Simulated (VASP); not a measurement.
# Si (I4/mmm) in VASP: further runs

Si is run at these levels: LDA; tasks: single point.

Program: VASP 6.6.1. These are calculated values, not measurements. Logs are shortened: lines on timing, memory, paths and dates and some standing lists are left out, and cuts for length are marked.

## Step 1: The cell of the first run

Symmetry: I4/mmm, No. 139, tetragonal system. The conventional cell has a = 6.404 Å, b = 6.404 Å, c = 3.817 Å, α = 90.00°, β = 90.00°, γ = 90.00°. Within 3.0 Å of Si (site symmetry m2m) lie 4 Si at 2.29 to 2.30 Å.

## Step 2: Single point, LDA (strain -0.030 along x and y, +0.000 along z)

The input, INCAR:

```
PREC = Accurate
ENCUT = 520
EDIFF = 1E-6
ISMEAR = 0
SIGMA = 0.03
LREAL = F
LASPH = T
NELM = 60
ALGO = Normal
ISIF = 2
LWAVE = F
LCHARG = F
NBANDS = 16
```

The input, KPOINTS:

```
Automatic mesh
0
Gamma
  10 10 10
```

The input, POSCAR:

```
Si
1.0
   -3.2022337019      3.2022337019      1.9083649472
    3.2022337019     -3.2022337019      1.9083649472
    3.2022337019      3.2022337019     -1.9083649472
Si
4
Direct
    0.1788433299      0.1788433299      0.3576866598
    0.8211566701      0.8211566701      0.6423133402
    0.1788433299      0.8211566701      0.0000000000
    0.8211566701      0.1788433299      0.0000000000
```

Potentials or basis: VASP PAW LDA potentials, release 64 (Si).

Launch:

```sh
$ cat potpaw_LDA.64/Si/POTCAR > POTCAR
$ mpirun -np 1 vasp_std > vasp.out
```

OUTCAR:

```text
PREC = Accurate
   ENCUT = 520
   EDIFF = 1E-6
   ISMEAR = 0
   LREAL = F
   LASPH = T
   NELM = 60
   ISIF = 2

 ion  position               nearest neighbor table
   1  0.179  0.179  0.358-   3 2.29   4 2.29   2 2.30   2 2.30
   2  0.821  0.821  0.642-   3 2.29   4 2.29   1 2.30   1 2.30
   3  0.179  0.821  0.000-   1 2.29   2 2.29   4 2.30   4 2.30
   4  0.821  0.179  0.000-   1 2.29   2 2.29   3 2.30   3 2.30

  LATTYP: Found a body centered tetragonal cell.
 ALAT       =     6.4044674038
 C/A-ratio  =     0.5959480553

  Lattice vectors:

 A1 = (  -3.2022337019,   3.2022337019,   1.9083649472)
 A2 = (   3.2022337019,  -3.2022337019,   1.9083649472)
 A3 = (   3.2022337019,   3.2022337019,  -1.9083649472)

Analysis of symmetry for initial positions (statically):
=====================================================================
 Subroutine PRICEL returns:
 Original cell was already a primitive cell.

 Routine SETGRP: Setting up the symmetry group for a
 body centered tetragonal supercell.

 Subroutine GETGRP returns: Found 16 space group operations
 (whereof 16 operations were pure point group operations)
 out of a pool of 16 trial point group operations.

The static configuration has the point symmetry D_4h.

Analysis of symmetry for dynamics (positions and initial velocities):
=====================================================================
 Subroutine PRICEL returns:
 Original cell was already a primitive cell.

 Routine SETGRP: Setting up the symmetry group for a
 body centered tetragonal supercell.

 Subroutine GETGRP returns: Found 16 space group operations
 (whereof 16 operations were pure point group operations)
 out of a pool of 16 trial point group operations.

The dynamic configuration has the point symmetry D_4h.

 Subroutine INISYM returns: Found 16 space group operations
 (whereof 16 operations are pure point group operations),
 and found     1 'primitive' translations

----------------------------------------------------------------------------------------

                                     Primitive cell

  volume of cell :      78.2758

  direct lattice vectors                    reciprocal lattice vectors
    -3.202233702  3.202233702  1.908364947     0.000000000  0.156141009  0.262004393
     3.202233702 -3.202233702  1.908364947     0.156141009  0.000000000  0.262004393
[... 91 lines left out ...]
   EDIFFG = 0.1E-04   stopping-criterion for IOM
   NSW    =      0    number of steps for IOM
   IBRION =     -1    ionic relax: 0-MD 1-quasi-New 2-CG
   NFREE  =      0    steps in history (QN), initial steepest desc. (CG)
   ISIF   =      2    stress and relaxation
   ISYM   =      2    0-nonsym 1-usesym 2-fastsym
   POTIM  = 0.5000    time-step for ionic-motion
   TEBEG  =    0.0;   TEEND  =   0.0 temperature during run
   PSTRESS=    0.0 pullay stress
   NELECT =      16.0000    total number of electrons
   NUPDOWN=      -1.0000    fix difference up-down
   EMIN   =  10.00;   EMAX   =-10.00  energy-range for DOS
   EFERMI =   0.00;   METHOD = LEGACY
   ISMEAR =     0;   SIGMA  =   0.03  broadening in eV -4-tet -1-fermi 0-gaus
   EFERMI_NEDOS =   21; number of points for ismear=-14 and -15
   IALGO  =     38    algorithm
   IMIX   =      4    mixing-type and parameters
     AMIX     =   0.40;   BMIX     =  1.00
     AMIX_MAG =   1.60;   BMIX_MAG =  1.00
  volume/ion in A,a.u.               =      19.57       132.06
  Fermi-wavevector in a.u.,A,eV,Ry     =   0.964360  1.822375 12.653274  0.929989
  Thomas-Fermi vector in A             =   2.093984
   LORBIT       =      0    0 simple, 1 ext, 2 COOP (PROOUT), +10 PAW based schemes
   GGA     = CA    functional components
   LHFCALC =     F    Hartree Fock is set to
   AEXX    =    0.0000 exact exchange contribution
   IVDW    =     0    specifies the selected vdW correction
   LEPSILON=     F    determine dielectric tensor
   LRPA    =     F    only Hartree local field effects (RPA)
 non-spin polarized calculation
 Gauss-broadening in eV      SIGMA  =   0.03
  energy-cutoff  :      520.00
  volume of cell :       78.28
 maximum number of plane-waves:      2143
 NGX is ok and might be reduce to    40
   NGX = 19   NGY = 19   NGZ = 19

 number of electron      16.0000000 magnetization

 Free energy of the ion-electron system (eV)
  ---------------------------------------------------
  ext. energy  EPLUGINS =         0.00000000
  ---------------------------------------------------
  free energy    TOTEN  =       -23.26067859 eV

  energy without entropy =      -23.26052675  energy(sigma->0) =      -23.26060267

 E-fermi :   6.2120     XC(G=0):  -9.6185

 val. band max:        6.1935867894   @ k =   0.5000   0.5000   0.4000
 cond. band min:       6.2230222548   @ k =   0.5000   0.5000   0.4000
 fundamental gap:      0.0294354654
 Fermi energy:         6.2119863096

 k-point     1 :       0.0000    0.0000    0.0000
  band No.  band energies     occupation
      1      -6.4075      2.00000
      2      -1.5605      2.00000
      3       0.4524      2.00000
      4       0.4524      2.00000
      5       2.1067      2.00000
      6       4.5096      2.00000
[... 433 lines left out ...]
      3      -1.1860      2.00000
      4       0.9820      2.00000
      5       1.6996      2.00000
      6       2.9798      2.00000
[... 8 lines left out ...]
     15      12.3923      0.00000
     16      13.0212      0.00000

 [... further k-points ...]

------------------------ aborting loop because EDIFF is reached ----------------------------------------

  FORCE on cell =-STRESS in cart. coord.  units (eV):
  Direction    XX          YY          ZZ          XY          YZ          ZX
  --------------------------------------------------------------------------------------
  -------------------------------------------------------------------------------------
  Total        3.9893999      3.9893999      1.0874747      0.0000000     -0.0000000      0.0000000
  in kB       81.6564858     81.6564858     22.2588274      0.0000000     -0.0000000      0.0000000
  external PRESSURE =      61.8572663 kB  Pullay stress =       0.0000000 kB

 VOLUME and BASIS-vectors are now :
 -----------------------------------------------------------------------------
  energy-cutoff  :      520.00
  volume of cell :       78.28
      direct lattice vectors                 reciprocal lattice vectors
    -3.202233702  3.202233702  1.908364947     0.000000000  0.156141009  0.262004393
     3.202233702 -3.202233702  1.908364947     0.156141009  0.000000000  0.262004393
     3.202233702  3.202233702 -1.908364947     0.156141009  0.156141009  0.000000000

 POSITION                                       TOTAL-FORCE (eV/Angst)
 -----------------------------------------------------------------------------------
      1.14540      1.14540     -0.00000         0.397333      0.397333     -0.000000
      2.05684      2.05684      1.90836        -0.397333     -0.397333      0.000000
      2.05684     -2.05684      1.90836        -0.397333      0.397333      0.000000
     -2.05684      2.05684      1.90836         0.397333     -0.397333     -0.000000
 -----------------------------------------------------------------------------------
    total drift:                               -0.000000     -0.000000      0.000000

  FREE ENERGIE OF THE ION-ELECTRON SYSTEM (eV)
  ---------------------------------------------------
  free  energy   TOTEN  =       -23.2606785901 eV

  energy  without entropy=      -23.2605267528  energy(sigma->0) =      -23.26060267
```

OSZICAR:

```text
N       E                     dE             d eps       ncg     rms          rms(c)
DAV:   1     0.241676681297E+02    0.24168E+02   -0.59635E+03  3264   0.820E+02
DAV:   2    -0.220883349150E+02   -0.46256E+02   -0.41754E+02  4424   0.121E+02
DAV:   3    -0.239821858623E+02   -0.18939E+01   -0.18781E+01  4416   0.231E+01
DAV:   4    -0.240064312355E+02   -0.24245E-01   -0.24241E-01  4144   0.332E+00
DAV:   5    -0.240069003828E+02   -0.46915E-03   -0.46913E-03  4504   0.442E-01    0.780E+00
DAV:   6    -0.234660410392E+02    0.54086E+00   -0.27628E-01  3776   0.261E+00    0.466E+00
DAV:   7    -0.232618516444E+02    0.20419E+00   -0.40463E-01  3944   0.308E+00    0.632E-01
DAV:   8    -0.232606534642E+02    0.11982E-02   -0.45921E-02  3912   0.122E+00    0.287E-01
DAV:   9    -0.232608359145E+02   -0.18245E-03   -0.32538E-03  4208   0.339E-01    0.109E-01
DAV:  10    -0.232606874971E+02    0.14842E-03   -0.87489E-04  4072   0.163E-01    0.407E-02
DAV:  11    -0.232606823783E+02    0.51189E-05   -0.64074E-05  4320   0.445E-02    0.243E-02
DAV:  12    -0.232606788863E+02    0.34919E-05   -0.14755E-05  4064   0.214E-02    0.654E-03
DAV:  13    -0.232606785901E+02    0.29619E-06   -0.30455E-06  3808   0.929E-03
   1 F= -.23260679E+02 E0= -.23260603E+02  d E =-.151837E-03
```

stdout:

```text
POSCAR found type information on POSCAR Si
 POSCAR found :  1 types and       4 ions
 scaLAPACK will be used
 LDA part: xc-table for (Slater(with rela. corr.)+CA(PZ))
 , standard interpolation
 POSCAR, INCAR and KPOINTS ok, starting setup
 FFT: planning ... GRIDC
 FFT: planning ... GRID_SOFT
 FFT: planning ... GRID
 WAVECAR not read
 entering main loop
```

It took 3.5 min on 1 thread of Intel Xeon 8259CL, shared host; peak memory 0.24 GiB.

Results:

| Item | Value |
| --- | --- |
| Free energy | -23.2607 eV |
| Pressure | 6.2 GPa |
| Largest force | 0.562 eV/Å |
| Band gap on the k mesh | zero (bands 8 and 9 overlap by 0.08 eV) |

Forces in eV/Å, atoms in the order of the input:
```
Si   0.397  0.397  0.000
Si  -0.397 -0.397  0.000
Si  -0.397  0.397  0.000
Si   0.397 -0.397  0.000
```

Stress tensor (GPa, compression positive):
```
8.17 0.00 0.00
0.00 8.17 0.00
0.00 0.00 2.23
```

Caveat: the cell differs from its parent crystal (strain -0.030 along x and y, +0.000 along z); the stress differs along the axes, from 2 to 8 GPa; semilocal functionals underestimate gaps, and a narrow one can read as zero.

## Step 3: Single point, LDA (strain -0.015 along x and y, -0.030 along z)

The input, INCAR:

```
PREC     = Accurate       # precision mode
ENCUT    = 520            # plane-wave cutoff, eV
EDIFF    = 1E-6           # SCF threshold, eV
ISMEAR   = 0              # smearing method
SIGMA    = 0.03           # smearing width, eV
LREAL    = False          # projectors in reciprocal space
LASPH    = True           # aspherical terms in the spheres
NELM     = 60             # most SCF steps
ALGO     = Normal         # electronic algorithm
ISIF     = 2              # what is computed and relaxed
LWAVE    = False          # write WAVECAR
LCHARG   = False          # write CHGCAR
NBANDS   = 16             # bands
```

KPOINTS is that of step 2.

The input, POSCAR:

```
Si
1.0
   -3.2517527797      3.2517527797      1.8511139988
    3.2517527797     -3.2517527797      1.8511139988
    3.2517527797      3.2517527797     -1.8511139988
Si
4
Direct
    0.1788433299      0.1788433299      0.3576866598
    0.8211566701      0.8211566701      0.6423133402
    0.1788433299      0.8211566701      0.0000000000
    0.8211566701      0.1788433299      0.0000000000
```

Potentials or basis: VASP PAW LDA potentials, release 64 (Si).

Launch:

```sh
$ cat potpaw_LDA.64/Si/POTCAR > POTCAR
$ mpirun -np 1 vasp_std > vasp.out
```

OUTCAR:

```text
PREC = Accurate
   ENCUT = 520
   EDIFF = 1E-6
   ISMEAR = 0
   LREAL = False
   LASPH = True
   NELM = 60
   ISIF = 2

 ion  position               nearest neighbor table
   1  0.179  0.179  0.358-   2 2.27   2 2.27   3 2.33   4 2.33
   2  0.821  0.821  0.642-   1 2.27   1 2.27   4 2.33   3 2.33
   3  0.179  0.821  0.000-   4 2.27   4 2.27   2 2.33   1 2.33
   4  0.821  0.179  0.000-   3 2.27   3 2.27   2 2.33   1 2.33

  LATTYP: Found a body centered tetragonal cell.
 ALAT       =     6.5035055594
 C/A-ratio  =     0.5692665231

  Lattice vectors:

 A1 = (  -3.2517527797,   3.2517527797,   1.8511139988)
 A2 = (   3.2517527797,  -3.2517527797,   1.8511139988)
 A3 = (   3.2517527797,   3.2517527797,  -1.8511139988)

Analysis of symmetry for initial positions (statically):
=====================================================================
 Subroutine PRICEL returns:
 Original cell was already a primitive cell.

 Routine SETGRP: Setting up the symmetry group for a
 body centered tetragonal supercell.

 Subroutine GETGRP returns: Found 16 space group operations
 (whereof 16 operations were pure point group operations)
 out of a pool of 16 trial point group operations.

The static configuration has the point symmetry D_4h.

Analysis of symmetry for dynamics (positions and initial velocities):
=====================================================================
 Subroutine PRICEL returns:
 Original cell was already a primitive cell.

 Routine SETGRP: Setting up the symmetry group for a
 body centered tetragonal supercell.

 Subroutine GETGRP returns: Found 16 space group operations
 (whereof 16 operations were pure point group operations)
 out of a pool of 16 trial point group operations.

The dynamic configuration has the point symmetry D_4h.

 Subroutine INISYM returns: Found 16 space group operations
 (whereof 16 operations are pure point group operations),
 and found     1 'primitive' translations

[... 119 lines left out ...]
  volume/ion in A,a.u.               =      19.57       132.09
  Fermi-wavevector in a.u.,A,eV,Ry     =   0.964285  1.822234 12.651318  0.929846
  Thomas-Fermi vector in A             =   2.093903
   LORBIT       =      0    0 simple, 1 ext, 2 COOP (PROOUT), +10 PAW based schemes
   GGA     = CA    functional components
   LHFCALC =     F    Hartree Fock is set to
   AEXX    =    0.0000 exact exchange contribution
   IVDW    =     0    specifies the selected vdW correction
   LEPSILON=     F    determine dielectric tensor
   LRPA    =     F    only Hartree local field effects (RPA)
 non-spin polarized calculation
 Gauss-broadening in eV      SIGMA  =   0.03
  energy-cutoff  :      520.00
  volume of cell :       78.29
 maximum number of plane-waves:      2127
 NGX is ok and might be reduce to    40
   NGX = 19   NGY = 19   NGZ = 19

 number of electron      16.0000000 magnetization

 Free energy of the ion-electron system (eV)
  ---------------------------------------------------
  ext. energy  EPLUGINS =         0.00000000
  ---------------------------------------------------
  free energy    TOTEN  =       -23.28072449 eV

  energy without entropy =      -23.28063116  energy(sigma->0) =      -23.28067783

 E-fermi :   6.2187     XC(G=0):  -9.6135

 val. band max:        6.2137099714   @ k =   0.5000   0.5000   0.5000
 cond. band min:       6.2456217804   @ k =  -0.1000  -0.2000   0.1000
 fundamental gap:      0.0319118089
 Fermi energy:         6.2186653761

 k-point     1 :       0.0000    0.0000    0.0000
  band No.  band energies     occupation
      1      -6.3979      2.00000
      2      -1.9157      2.00000
      3       0.4176      2.00000
      4       0.4176      2.00000
      5       2.1256      2.00000
      6       4.7291      2.00000
[... 433 lines left out ...]
      3      -1.1101      2.00000
      4       1.0415      2.00000
      5       1.6454      2.00000
      6       2.9513      2.00000
[... 8 lines left out ...]
     15      12.5038      0.00000
     16      13.4714      0.00000

 [... further k-points ...]

------------------------ aborting loop because EDIFF is reached ----------------------------------------

  FORCE on cell =-STRESS in cart. coord.  units (eV):
  Direction    XX          YY          ZZ          XY          YZ          ZX
  --------------------------------------------------------------------------------------
  -------------------------------------------------------------------------------------
  Total        2.5012341      2.5012341      4.2520078      0.0000000     -0.0000000      0.0000000
  in kB       51.1842951     51.1842951     87.0114566      0.0000000     -0.0000000      0.0000000
  external PRESSURE =      63.1266822 kB  Pullay stress =       0.0000000 kB

 VOLUME and BASIS-vectors are now :
 -----------------------------------------------------------------------------
  energy-cutoff  :      520.00
  volume of cell :       78.29
      direct lattice vectors                 reciprocal lattice vectors
    -3.251752780  3.251752780  1.851113999     0.000000000  0.153763227  0.270107622
     3.251752780 -3.251752780  1.851113999     0.153763227  0.000000000  0.270107622
     3.251752780  3.251752780 -1.851113999     0.153763227  0.153763227  0.000000000

 POSITION                                       TOTAL-FORCE (eV/Angst)
 -----------------------------------------------------------------------------------
      1.16311      1.16311     -0.00000        -0.094163     -0.094163      0.000000
      2.08864      2.08864      1.85111         0.094163      0.094163     -0.000000
      2.08864     -2.08864      1.85111         0.094163     -0.094163      0.000000
     -2.08864      2.08864      1.85111        -0.094163      0.094163      0.000000
 -----------------------------------------------------------------------------------
    total drift:                               -0.000000     -0.000000     -0.000000

  FREE ENERGIE OF THE ION-ELECTRON SYSTEM (eV)
  ---------------------------------------------------
  free  energy   TOTEN  =       -23.2807244940 eV

  energy  without entropy=      -23.2806311579  energy(sigma->0) =      -23.28067783
```

stdout:

```text
POSCAR found type information on POSCAR Si
 POSCAR found :  1 types and       4 ions
 scaLAPACK will be used
 LDA part: xc-table for (Slater(with rela. corr.)+CA(PZ))
 , standard interpolation
 POSCAR, INCAR and KPOINTS ok, starting setup
 FFT: planning ... GRIDC
 FFT: planning ... GRID_SOFT
 FFT: planning ... GRID
 WAVECAR not read
 entering main loop
```

Wall time 3.4 min (1 thread of Intel Xeon 8259CL, shared host); peak memory 0.24 GiB.

What came out:

```
Free energy            : -23.2807 eV
Pressure               : 6.3 GPa
Largest force          : 0.133 eV/Å
Band gap on the k mesh : 0.03 eV (least direct gap 0.38 eV)
```

Forces in eV/Å, atoms in the order of the input:
```
Si  -0.094 -0.094  0.000
Si   0.094  0.094  0.000
Si   0.094 -0.094  0.000
Si  -0.094  0.094  0.000
```

Stress tensor (GPa, compression positive):
```
5.12 0.00 0.00
0.00 5.12 0.00
0.00 0.00 8.70
```

Caveat: the cell differs from its parent crystal (strain -0.015 along x and y, -0.030 along z); the cell stands under pressure; semilocal functionals underestimate gaps, and a narrow one can read as zero.

[end of part 1 of 2]

The gap in the log of VASP goes by the Fermi energy; the results here count the filled bands.